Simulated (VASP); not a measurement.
A run of VASP 6.6.1 is set up as follows.

Contents of INCAR:

```
ALGO     = Normal         # electronic algorithm
EDIFF    = 1E-7           # SCF threshold, eV
EDIFFG   = -0.04          # ionic threshold
ENCUT    = 910            # plane-wave cutoff, eV
GGA      = PE             # functional
GGA_COMPAT= False        
IBRION   = 2              # ionic algorithm
ISIF     = 3              # what is computed and relaxed
ISMEAR   = 0              # smearing method
LASPH    = True           # aspherical terms in the spheres
LCHARG   = False          # write CHGCAR
LREAL    = False          # projectors in reciprocal space
LWAVE    = False          # write WAVECAR
NELM     = 120            # most SCF steps
NELMIN   = 4            
NSW      = 90             # ionic steps
PREC     = Accurate       # precision mode
SIGMA    = 0.1            # smearing width, eV
```

Contents of KPOINTS:

```
k-points
0
Gamma
  6 6 4
```

The input POSCAR:

```
Zn2Si2N
1.0
    4.0952851300      0.0000000000      0.0000000000
   -2.0476425700      3.5466209600      0.0000000000
    0.0000000000      0.0000000000      5.4977870500
Zn Si N
2 2 1
Direct
    0.6666666700      0.3333333300      0.3043193900
    0.6666666700      0.3333333300      0.6956806100
    0.3333333300      0.6666666700      0.5000000000
    0.6666666700      0.3333333300      0.0000000000
    0.3333333300      0.6666666700      0.0000000000
```

Potentials or basis: VASP PAW PBE potentials, release 64 (Zn, Si, N_h).

Command:

```console
$ cat potpaw_PBE.64/Zn/POTCAR potpaw_PBE.64/Si/POTCAR potpaw_PBE.64/N_h/POTCAR > POTCAR
$ mpirun -np 1 vasp_std > vasp.out
```

(1) What does it give for the band gap on the k mesh?

(2) Predict the relaxed volume.

Answers

(1) zero (an odd number of electrons rules out a gap without spin polarisation).

(2) 14.53 Å³/atom.

Caveat: the cutoff is under 1.25 times the usual one of these potentials, so pressure, stress and relaxed cells hold a basis-set (Pulay) error; a cell axis changed by over 15 % at a fixed basis, so the end point is rough.
